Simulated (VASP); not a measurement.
# Si4Ru: single point with PBE

Si4Ru:

```
Si Ru
1.0
     4.40082    0.00000    0.00000
     0.00000    4.40082    0.00000
     0.00000    0.00000    4.40082
Si Ru
4 1
Cartesian
  1.3207 3.0801 3.0801
  3.0801 1.3207 3.0801
  3.0801 3.0801 1.3207
  1.3207 1.3207 1.3207
  0.0000 0.0000 0.0000
```

| Property | Result |
| --- | --- |
| Program | VASP 6.6.1 |
| Task | single point |
| Functional | PBE |
| Potentials or basis | VASP PAW PBE potentials, release 64 (Si, Ru_pv) |
| Cutoff | 520 eV |
| k mesh | 8 × 8 × 8 |
| Occupations | gaussian, width 0.1 eV |
| Spin | no spin polarisation |

- Pressure: 0.0 GPa
- Largest force: 0.008 eV/Å
- Band gap on the k mesh: zero (band 15 reaches 8.47 eV, above the bottom of band 16 at 6.75 eV)

Forces on the atoms (eV/Å):
```
Si   0.005 -0.005 -0.005
Si  -0.005  0.005 -0.005
Si  -0.005 -0.005  0.005
Si   0.005  0.005  0.005
Ru   0.000  0.000  0.000
```

Levels at points of the mesh, in eV from the Fermi level:
```
           k point  band 11  band 12  band 13  band 14  band 15  band 16  band 17  band 18  band 19  band 20
(0.00, 0.00, 0.00)    -2.28    -2.28    -2.28    -0.17    -0.17     2.02     2.02     2.02     2.67     2.67
(0.50, 0.00, 0.00)    -2.20    -1.94    -1.61    -1.61    -0.95    -0.52    -0.52     3.18     3.38     4.72
(0.50, 0.50, 0.00)    -3.04    -1.51    -1.34    -0.46     0.21     0.21     1.82     2.48     2.48     3.63
(0.50, 0.50, 0.50)    -3.59    -1.28    -1.28    -1.19    -1.19    -1.19     4.33     4.33     6.14     6.14
```

Wall time 30 s on 1 thread of AMD EPYC 9R45 96-Core Processor (Zen 5), with other jobs on the host, peak memory 0.2 GiB.
